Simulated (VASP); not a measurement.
Wanted: the native input for a VASP 6.6.1 run.

* Task: single point
* Functional: r2SCAN
* Potentials or basis: VASP PAW PBE potentials, release 64 (Os, Lu, B)
* Cutoff: 660 eV
* k mesh: 5 × 5 × 5
* Occupations: fermi-dirac, width 0.1 eV
* Spin: no spin polarisation
* Dipole correction: no
* Further INCAR settings: ALGO = Normal; EDIFF = 1e-06; NBANDS = 32

Crystal: LuB2Os2.

```
Os Lu B
1.0
     0.00000    3.78671    0.00000
     3.78671    0.00000    0.00000
     1.89336    1.89336   -4.39980
Os Lu B
2 1 2
Direct
  0.75000 0.25000 0.50000
  0.25000 0.75000 0.50000
  0.00000 0.00000 0.00000
  0.37500 0.37500 0.25000
  0.62500 0.62500 0.75000
```

The input as run:

POSCAR

```
LuB2Os2
1.0
    0.0000000000      3.7867130000      0.0000000000
    3.7867130000      0.0000000000      0.0000000000
    1.8933560000      1.8933560000     -4.3998010000
Os Lu B
2 1 2
Direct
    0.7500000000      0.2500000000      0.5000000000
    0.2500000000      0.7500000000      0.5000000000
    0.0000000000      0.0000000000      0.0000000000
    0.3750000000      0.3750000000      0.2500000000
    0.6250000000      0.6250000000      0.7500000000
```

INCAR.step1

```
SYSTEM = LuB2Os2
PREC = Accurate ; ENCUT = 660
ISMEAR = -1 ; SIGMA = 0.1
LREAL = .False. ; LASPH = .True.
NELM = 120 ; NBANDS = 32
GGA = PE ; ALGO = Normal
EDIFF = 1E-5 ; LWAVE = .True.
LCHARG = .False. ; GGA_COMPAT = .False.
```

INCAR.step2

```
SYSTEM = LuB2Os2
PREC = Accurate ; ENCUT = 660
EDIFF = 1E-6 ; ISMEAR = -1
SIGMA = 0.1 ; LREAL = .False.
LASPH = .True. ; NELM = 120
ALGO = Normal ; ISIF = 2
LWAVE = .False. ; LCHARG = .False.
METAGGA = R2SCAN ; LMIXTAU = .True.
NBANDS = 32 ; ISTART = 1
GGA_COMPAT = .False.
```

KPOINTS

```
regular mesh
0
Gamma
  5 5 5
  0 0 0
```

Potentials or basis: VASP PAW PBE potentials, release 64 (Os, Lu, B).

Run with:

```console
$ cat potpaw_PBE.64/Os/POTCAR potpaw_PBE.64/Lu/POTCAR potpaw_PBE.64/B/POTCAR > POTCAR
$ cp INCAR.step1 INCAR
$ mpirun -np 1 vasp_std > vasp.out
$ cp INCAR.step2 INCAR
$ mpirun -np 1 vasp_std > vasp.out
```

Results of the run:

```yaml
Pressure: 12.0 GPa
Largest_force: 0.523 eV/Å
Band_gap_on_the_k_mesh: zero (an odd number of electrons rules out a gap without spin polarisation)
```

Caveat: the k points lie up to 0.36 Å⁻¹ apart, too coarse for converged energies and pressures of a metal; the PAW data sets were made with another functional, which shifts forces and pressure a little; spin-orbit coupling is left out, which moves the levels of the heavy elements.

Wall time 5.3 min on 1 thread of Intel Xeon 8259CL, on a shared host, peak memory 0.27 GiB.
